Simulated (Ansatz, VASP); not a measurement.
**CuP: VASP beside Ansatz**

Contents of INCAR:

```
SYSTEM = CuP
PREC = Accurate ; ENCUT = 520
EDIFF = 1E-6 ; ISMEAR = 0
SIGMA = 0.05 ; LREAL = .False.
LASPH = .True. ; NELM = 60
ALGO = Normal ; ISIF = 2
LWAVE = .False. ; LCHARG = .True.
GGA = PS ; LELF = .True.
LVHAR = .True. ; NBANDS = 15
```

File KPOINTS:

```
Automatic mesh
0
Gamma
  12 12 12
  0 0 0
```

Contents of POSCAR:

```
CuP
1.0
    0.0000000000      2.3704113961      2.3704113961
    2.3704113961      0.0000000000      2.3704113961
    2.3704113961      2.3704113961      0.0000000000
Cu P
1 1
Direct
    0.5000000000      0.5000000000      0.5000000000
    0.0000000000      0.0000000000      0.0000000000
```

Input for Ansatz:

```yaml
crystal:
  lattice:
    - [0.0, 2.3704113961, 2.3704113961]
    - [2.3704113961, 0.0, 2.3704113961]
    - [2.3704113961, 2.3704113961, 0.0]
  atoms:
    - { symbol: Cu, position: [0.5, 0.5, 0.5] }
    - { symbol: P, position: [0.0, 0.0, 0.0] }
basis:
  ecutwfc: 420
  ecutrho_ratio: 4
kpoints:
  mp_grid: { grid: [12, 12, 12] }
hamiltonian:
  xc: pbesol
scf:
  occupations: { method: gaussian, width: 0.05 }
output:
  forces: true
  stress: true
  eigenvalues: true
```

Alike in both runs: task single point; functional PBEsol; k mesh 12 × 12 × 12; occupations gaussian, width 0.05 eV; no spin polarisation.

```csv
,VASP,Ansatz
version,VASP 6.6.1,Ansatz 0.2.0
potentials or method,"VASP PAW PBE potentials, release 64 (Cu, P), cutoff 520 eV","scalar-relativistic, plane waves, PAW"
valence electrons in the cell,16,24
```

Ansatz gave:

| Item | Value |
| --- | --- |
| gap on the k mesh at the Fermi level (eV) | none |
| pressure (GPa) | 2.8 |

Question: Estimate VASP's values.

Answer: gap on the k mesh at the Fermi level (eV): none; pressure (GPa): 3.2.

VASP's potentials were made for PBE, not for PBEsol. A gap of «none» marks a metal or a gap that the smearing closes. VASP's potentials hold 16 valence electrons a cell and Ansatz's 24, so a difference there can come from the potentials and not from the codes.
